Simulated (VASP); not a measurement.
# K3Li (Pm-3m) in VASP: further runs, part 2 of 2

VASP 6.6.1. Earlier steps stand in the parts before.

## 3. Single point, LDA

Contents of INCAR:

```
SYSTEM = K3Li
  PREC = Accurate
  ENCUT = 750
  EDIFF = 1E-6
  ISMEAR = 1
  SIGMA = 0.3
  LREAL = .FALSE.
  LASPH = .TRUE.
  NELM = 120
  ALGO = Normal
  ISIF = 2
  LWAVE = .FALSE.
  LCHARG = .FALSE.
  NBANDS = 23
  GGA_COMPAT = .FALSE.
```

Contents of KPOINTS:

```
Automatic mesh
0
G
  4 4 4
  0 0 0
```

Contents of POSCAR:

```
K3Li
1.0
    6.1851970000      0.0000000000      0.0000000000
    0.0000000000      6.1851970000      0.0000000000
    0.0000000000      0.0000000000      6.1851970000
K Li
3 1
Direct
    0.0000000000      0.5000000000      0.5000000000
    0.5000000000      0.0000000000      0.5000000000
    0.5000000000      0.5000000000      0.0000000000
    0.0000000000      0.0000000000      0.0000000000
```

Potentials or basis: VASP PAW LDA potentials, release 64 (K_sv, Li_sv).

Command:

```console
$ cat potpaw_LDA.64/K_sv/POTCAR potpaw_LDA.64/Li_sv/POTCAR > POTCAR
$ mpirun -np 1 vasp_std > vasp.out
```

OUTCAR:

```text
SYSTEM = K3Li
   PREC = Accurate
   ENCUT = 750
   EDIFF = 1E-6
   ISMEAR = 1
   LREAL = .FALSE.
   LASPH = .TRUE.
   NELM = 120
   ISIF = 2

 ion  position               nearest neighbor table
   1  0.000  0.500  0.500-
   2  0.500  0.000  0.500-
   3  0.500  0.500  0.000-
   4  0.000  0.000  0.000-

  LATTYP: Found a simple cubic cell.
 ALAT       =     6.1851970000

  Lattice vectors:

 A1 = (   6.1851970000,   0.0000000000,   0.0000000000)
 A2 = (   0.0000000000,   6.1851970000,   0.0000000000)
 A3 = (   0.0000000000,   0.0000000000,   6.1851970000)

Analysis of symmetry for initial positions (statically):
=====================================================================
 Subroutine PRICEL returns:
 Original cell was already a primitive cell.

 Routine SETGRP: Setting up the symmetry group for a
 simple cubic supercell.

 Subroutine GETGRP returns: Found 48 space group operations
 (whereof 48 operations were pure point group operations)
 out of a pool of 48 trial point group operations.

The static configuration has the point symmetry O_h .

Analysis of symmetry for dynamics (positions and initial velocities):
=====================================================================
 Subroutine PRICEL returns:
 Original cell was already a primitive cell.

 Routine SETGRP: Setting up the symmetry group for a
 simple cubic supercell.

 Subroutine GETGRP returns: Found 48 space group operations
 (whereof 48 operations were pure point group operations)
 out of a pool of 48 trial point group operations.

The dynamic configuration has the point symmetry O_h .

 Subroutine INISYM returns: Found 48 space group operations
 (whereof 48 operations are pure point group operations),
 and found     1 'primitive' translations

----------------------------------------------------------------------------------------

                                     Primitive cell

  volume of cell :     236.6250

  direct lattice vectors                    reciprocal lattice vectors
     6.185197000  0.000000000  0.000000000     0.161676338  0.000000000  0.000000000
     0.000000000  6.185197000  0.000000000     0.000000000  0.161676338  0.000000000
     0.000000000  0.000000000  6.185197000     0.000000000  0.000000000  0.161676338

  length of vectors
     6.185197000  6.185197000  6.185197000     0.161676338  0.161676338  0.161676338

  position of ions in fractional coordinates (direct lattice)
     0.000000000  0.500000000  0.500000000
     0.500000000  0.000000000  0.500000000
     0.500000000  0.500000000  0.000000000
     0.000000000  0.000000000  0.000000000

  ion indices of the primitive-cell ions
   primitive index   ion index
                 1           1
                 2           2
                 3           3
                 4           4

----------------------------------------------------------------------------------------

 KPOINTS: Automatic mesh

Automatic generation of k-mesh.
 Grid dimensions read from file:
 generate k-points for:    4    4    4

 Generating k-lattice:

  Cartesian coordinates                     Fractional coordinates (reciprocal lattice)
     0.040419084  0.000000000  0.000000000     0.250000000  0.000000000  0.000000000
     0.000000000  0.040419084  0.000000000     0.000000000  0.250000000  0.000000000
     0.000000000  0.000000000  0.040419084     0.000000000  0.000000000  0.250000000

  Length of vectors
     0.040419084  0.040419084  0.040419084

  Shift w.r.t. Gamma in fractional coordinates (k-lattice)
     0.000000000  0.000000000  0.000000000

 Subroutine IBZKPT returns following result:
 ===========================================

 Found     10 irreducible k-points:

 Following reciprocal coordinates:
            Coordinates               Weight
  0.000000  0.000000  0.000000      1.000000
  0.250000  0.000000  0.000000      6.000000
  0.500000  0.000000  0.000000      3.000000
  0.250000  0.250000  0.000000     12.000000
  0.500000  0.250000  0.000000     12.000000
  0.500000  0.500000  0.000000      3.000000
  0.250000  0.250000  0.250000      8.000000
  0.500000  0.250000  0.250000     12.000000
  0.500000  0.500000  0.250000      6.000000
  0.500000  0.500000  0.500000      1.000000
   k-points           NKPTS =     10   k-points in BZ     NKDIM =     10   number of bands    NBANDS=     23
   number of dos      NEDOS =    301   number of ions     NIONS =      4
   total plane-waves  NPLWV = 175616
   dimension x,y,z NGX =    56 NGY =   56 NGZ =   56
   dimension x,y,z NGXF=   112 NGYF=  112 NGZF=  112
   ions per type =               3   1
   NGX,Y,Z   is equivalent  to a cutoff of  15.05, 15.05, 15.05 a.u.
   NGXF,Y,Z  is equivalent  to a cutoff of  30.10, 30.10, 30.10 a.u.
 SYSTEM =  K3Li
   PREC   = accura    normal or accurate (medium, high low for compatibility)
   ISTART =      0    job   : 0-new  1-cont  2-samecut
   ICHARG =      2    charge: 1-file 2-atom 10-const
   ISPIN  =      1    spin polarized calculation?
   LNONCOLLINEAR =      F non collinear calculations
   LSORBIT =      F    spin-orbit coupling
   LASPH  =      T    aspherical Exc in radial PAW
   ENCUT  =  750.0 eV  55.12 Ry    7.42 a.u.  13.81 13.81 13.81*2*pi/ulx,y,z
   NELM   =    120;   NELMIN=  2; NELMDL= -5     # of ELM steps
   EDIFF  = 0.1E-05   stopping-criterion for ELM
   LREAL  =      F    real-space projection
   EDIFFG = 0.1E-04   stopping-criterion for IOM
   NSW    =      0    number of steps for IOM
   IBRION =     -1    ionic relax: 0-MD 1-quasi-New 2-CG
   NFREE  =      0    steps in history (QN), initial steepest desc. (CG)
   ISIF   =      2    stress and relaxation
   ISYM   =      2    0-nonsym 1-usesym 2-fastsym
   POTIM  = 0.5000    time-step for ionic-motion
   TEBEG  =    0.0;   TEEND  =   0.0 temperature during run
   PSTRESS=    0.0 pullay stress
   NELECT =      30.0000    total number of electrons
   NUPDOWN=      -1.0000    fix difference up-down
   EMIN   =  10.00;   EMAX   =-10.00  energy-range for DOS
   EFERMI =   0.00;   METHOD = LEGACY
   ISMEAR =     1;   SIGMA  =   0.30  broadening in eV -4-tet -1-fermi 0-gaus
   EFERMI_NEDOS =   21; number of points for ismear=-14 and -15
   IALGO  =     38    algorithm
   IMIX   =      4    mixing-type and parameters
     AMIX     =   0.40;   BMIX     =  1.00
     AMIX_MAG =   1.60;   BMIX_MAG =  1.00
  volume/ion in A,a.u.               =      59.16       399.21
  Fermi-wavevector in a.u.,A,eV,Ry     =   0.822423  1.554153  9.202694  0.676379
  Thomas-Fermi vector in A             =   1.933755
   LORBIT       =      0    0 simple, 1 ext, 2 COOP (PROOUT), +10 PAW based schemes
   GGA     = CA    functional components
   LHFCALC =     F    Hartree Fock is set to
   AEXX    =    0.0000 exact exchange contribution
   IVDW    =     0    specifies the selected vdW correction
   LEPSILON=     F    determine dielectric tensor
   LRPA    =     F    only Hartree local field effects (RPA)
 non-spin polarized calculation
 Methfessel and Paxton  Order N= 1 SIGMA  =   0.30
  energy-cutoff  :      750.00
  volume of cell :      236.62
 maximum number of plane-waves:     11152
 NGX is ok and might be reduce to    56
   NGX = 27   NGY = 27   NGZ = 27

 number of electron      29.9999997 magnetization

 Free energy of the ion-electron system (eV)
  ---------------------------------------------------
  ext. energy  EPLUGINS =         0.00000000
  ---------------------------------------------------
  free energy    TOTEN  =        -5.02512100 eV

  energy without entropy =       -4.99989447  energy(sigma->0) =       -5.01671216

 E-fermi :  -0.2018     XC(G=0):  -6.0844

 val. band max:       -0.2079836941   @ k =   0.2500   0.2500   0.0000
 cond. band min:      -0.1515356978   @ k =   0.5000   0.5000   0.2500
 fundamental gap:      0.0564479962
 Fermi energy:        -0.2017512838

 k-point     1 :       0.0000    0.0000    0.0000
  band No.  band energies     occupation
      1     -47.2886      2.00000
      2     -31.8981      2.00000
      3     -31.8871      2.00000
      4     -31.8871      2.00000
      5     -15.6699      2.00000
      6     -15.6699      2.00000
[... 249 lines left out ...]
     22       4.0208     -0.00000
     23       4.0208     -0.00000

------------------------ aborting loop because EDIFF is reached ----------------------------------------

  FORCE on cell =-STRESS in cart. coord.  units (eV):
  Direction    XX          YY          ZZ          XY          YZ          ZX
  --------------------------------------------------------------------------------------
  -------------------------------------------------------------------------------------
  Total       -0.8252895     -0.8252895     -0.8252895     -0.0000000      0.0000000      0.0000000
  in kB       -5.5879984     -5.5879984     -5.5879984     -0.0000000      0.0000000      0.0000000
  external PRESSURE =      -5.5879984 kB  Pullay stress =       0.0000000 kB

 VOLUME and BASIS-vectors are now :
 -----------------------------------------------------------------------------
  energy-cutoff  :      750.00
  volume of cell :      236.62
      direct lattice vectors                 reciprocal lattice vectors
     6.185197000  0.000000000  0.000000000     0.161676338  0.000000000  0.000000000
     0.000000000  6.185197000  0.000000000     0.000000000  0.161676338  0.000000000
     0.000000000  0.000000000  6.185197000     0.000000000  0.000000000  0.161676338

 POSITION                                       TOTAL-FORCE (eV/Angst)
 -----------------------------------------------------------------------------------
      0.00000      3.09260      3.09260         0.000000      0.000000      0.000000
      3.09260      0.00000      3.09260         0.000000      0.000000      0.000000
      3.09260      3.09260      0.00000         0.000000      0.000000      0.000000
      0.00000      0.00000      0.00000         0.000000      0.000000      0.000000
 -----------------------------------------------------------------------------------
    total drift:                                0.000000      0.000000     -0.000000

  FREE ENERGIE OF THE ION-ELECTRON SYSTEM (eV)
  ---------------------------------------------------
  free  energy   TOTEN  =        -5.0251209989 eV

  energy  without entropy=       -4.9998944691  energy(sigma->0) =       -5.01671216
```

OSZICAR:

```text
N       E                     dE             d eps       ncg     rms          rms(c)
DAV:   1     0.256472412476E+03    0.25647E+03   -0.13628E+04   460   0.139E+03
DAV:   2     0.178034638365E+02   -0.23867E+03   -0.23038E+03   517   0.375E+02
DAV:   3    -0.340117264607E+01   -0.21205E+02   -0.20930E+02   753   0.816E+01
DAV:   4    -0.501066257990E+01   -0.16095E+01   -0.15983E+01   764   0.230E+01
DAV:   5    -0.506445550815E+01   -0.53793E-01   -0.53787E-01   721   0.326E+00    0.412E+00
DAV:   6    -0.503558493384E+01    0.28871E-01   -0.35557E-02   620   0.930E-01    0.269E+00
DAV:   7    -0.502495082817E+01    0.10634E-01   -0.62225E-02   678   0.715E-01    0.340E-01
DAV:   8    -0.502510263837E+01   -0.15181E-03   -0.12864E-02   652   0.500E-01    0.160E-01
DAV:   9    -0.502511247475E+01   -0.98364E-05   -0.40079E-04   762   0.946E-02    0.544E-02
DAV:  10    -0.502512338696E+01   -0.10912E-04   -0.43523E-05   685   0.348E-02    0.202E-02
DAV:  11    -0.502512064981E+01    0.27372E-05   -0.10241E-05   622   0.142E-02    0.746E-03
DAV:  12    -0.502512099891E+01   -0.34910E-06   -0.84857E-07   529   0.419E-03
   1 F= -.50251210E+01 E0= -.50167122E+01  d E =-.252265E-01
```

Wall time 56 s (1 thread of Intel Xeon Platinum 8488C (Sapphire Rapids), shared host); peak memory 0.35 GiB.

What came out:

```yaml
Free_energy: -5.0251 eV
Pressure: -0.6 GPa
Band_gap_on_the_k_mesh: zero (bands 15 and 16 overlap by 1.01 eV)
```

Levels at points of the mesh, in eV from the Fermi level:
| k point | band 11 | band 12 | band 13 | band 14 | band 15 | band 16 | band 17 | band 18 | band 19 | band 20 |
| --- | --- | --- | --- | --- | --- | --- | --- | --- | --- | --- |
| (0.00, 0.00, 0.00) | -15.37 | -15.37 | -15.37 | -2.38 | 0.60 | 1.37 | 1.37 | 1.37 | 1.45 | 1.45 |
| (0.50, 0.00, 0.00) | -15.39 | -15.38 | -15.38 | -1.34 | -1.33 | 1.28 | 1.47 | 1.47 | 2.17 | 2.34 |
| (0.50, 0.50, 0.00) | -15.40 | -15.39 | -15.36 | -0.54 | -0.40 | -0.40 | -0.18 | 1.66 | 2.42 | 2.79 |
| (0.50, 0.50, 0.50) | -15.36 | -15.36 | -15.36 | -0.14 | 0.50 | 0.50 | 0.50 | 0.63 | 0.63 | 0.63 |

Caveat: so wide a smearing shifts energies and pressures.

## 4. Single point, LDA

Contents of INCAR:

```
  ALGO = Normal
  EDIFF = 1E-6
  ENCUT = 750
  GGA_COMPAT = F
  ISIF = 2
  ISMEAR = 1
  LASPH = T
  LCHARG = F
  LREAL = F
  LWAVE = F
  NBANDS = 23
  NELM = 120
  PREC = Accurate
  SIGMA = 0.2
```

Contents of KPOINTS:

```
k-points
0
Gamma
  4 4 4
```

POSCAR is that of step 3.

Command:

```console
$ cat potpaw_LDA.64/K_sv/POTCAR potpaw_LDA.64/Li_sv/POTCAR > POTCAR
$ mpirun -np 1 vasp_std > vasp.out
```

Wall time 55 s (1 thread of Intel Xeon Platinum 8488C (Sapphire Rapids), shared host); peak memory 0.35 GiB.

Results (log left out):

```yaml
Free_energy: -5.0177 eV
Pressure: -0.6 GPa
Band_gap_on_the_k_mesh: zero (bands 15 and 16 overlap by 1.00 eV)
```

Levels at points of the mesh, in eV from the Fermi level:
| k point | band 13 | band 14 | band 15 | band 16 | band 17 | band 18 |
| --- | --- | --- | --- | --- | --- | --- |
| (0.00, 0.00, 0.00) | -15.37 | -2.38 | 0.60 | 1.37 | 1.37 | 1.37 |
| (0.50, 0.00, 0.00) | -15.38 | -1.34 | -1.33 | 1.28 | 1.47 | 1.47 |
| (0.50, 0.50, 0.00) | -15.36 | -0.54 | -0.40 | -0.40 | -0.18 | 1.66 |
| (0.50, 0.50, 0.50) | -15.36 | -0.14 | 0.50 | 0.50 | 0.50 | 0.63 |

## 5. Single point, LDA

Contents of INCAR:

```
PREC = Accurate
ENCUT = 750
EDIFF = 1E-6
ISMEAR = 1
SIGMA = 0.1
LREAL = False
LASPH = True
NELM = 120
ALGO = Normal
ISIF = 2
LWAVE = False
LCHARG = False
GGA = CA
NBANDS = 23
GGA_COMPAT = False
```

Contents of KPOINTS:

```
regular mesh
0
Gamma
  4 4 4
```

POSCAR is that of step 4.

Command:

```console
$ cat potpaw_LDA.64/K_sv/POTCAR potpaw_LDA.64/Li_sv/POTCAR > POTCAR
$ mpirun -np 1 vasp_std > vasp.out
```

It took 44 s on 1 thread of Intel Xeon Platinum 8488C (Sapphire Rapids), shared host; peak memory 0.35 GiB.

Results (log left out):

- Free energy: -5.0143 eV
- Pressure: -0.6 GPa
- Band gap on the k mesh: zero (bands 15 and 16 overlap by 1.00 eV)

Levels at points of the mesh, in eV from the Fermi level:
| k point | band 13 | band 14 | band 15 | band 16 | band 17 | band 18 |
| --- | --- | --- | --- | --- | --- | --- |
| (0.00, 0.00, 0.00) | -15.39 | -2.39 | 0.59 | 1.35 | 1.35 | 1.35 |
| (0.50, 0.00, 0.00) | -15.40 | -1.35 | -1.35 | 1.26 | 1.45 | 1.45 |
| (0.50, 0.50, 0.00) | -15.38 | -0.55 | -0.42 | -0.42 | -0.20 | 1.65 |
| (0.50, 0.50, 0.50) | -15.38 | -0.15 | 0.48 | 0.48 | 0.48 | 0.62 |

## 6. Overview

| smearing | gap on the mesh (eV) | pressure (GPa) |
| --- | --- | --- |
| methfessel-paxton 0.5 eV | none | -0.6 |
| methfessel-paxton 0.3 eV | none | -0.6 |
| methfessel-paxton 0.2 eV | none | -0.6 |
| methfessel-paxton 0.1 eV | none | -0.6 |

Alike in all rows: task single point; level LDA; potentials or basis VASP PAW LDA potentials, release 64 (K_sv, Li_sv); no spin polarisation; cell as given; k mesh 4 × 4 × 4; cutoff (eV) 750.

Caveats: so wide a smearing shifts energies and pressures (at least some runs).

Absolute energies hang on the potentials; compare differences alone.
